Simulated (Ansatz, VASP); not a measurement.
## One calculation of Ba2S, two programs

```
CELL_PARAMETERS angstrom
2.18609 -1.26214 7.68469
0.00000 2.52428 7.68469
-2.18609 -1.26214 7.68469
ATOMIC_POSITIONS crystal
S 0.00000 0.00000 0.00000
Ba 0.25579 0.25579 0.25579
Ba 0.74421 0.74421 0.74421
```

Alike in both runs: functional PBEsol; k mesh 9 × 9 × 9; occupations fermi-dirac, width 0.05 eV; no spin polarisation.

Ansatz relaxed the structure, and its values are those at the end. VASP's run is a single point on that final structure, the one shown.

|  | VASP | Ansatz |
| --- | --- | --- |
| version | VASP 6.6.1 | Ansatz 0.2.0 |
| potentials or method | VASP PAW PBE potentials, release 64 (S, Ba_sv), cutoff 520 eV | all-electron LAPW, scalar-relativistic |

```csv
,VASP,Ansatz,Ansatz less VASP
pressure (GPa),0.5,0.0,-0.44
rms of the force components (eV/Å),0.045,0.000,-0.0444
```

VASP's potentials were made for PBE, not for PBEsol. Ansatz ran all-electron here, and VASP with PAW potentials.

Neither program's run includes spin-orbit coupling.
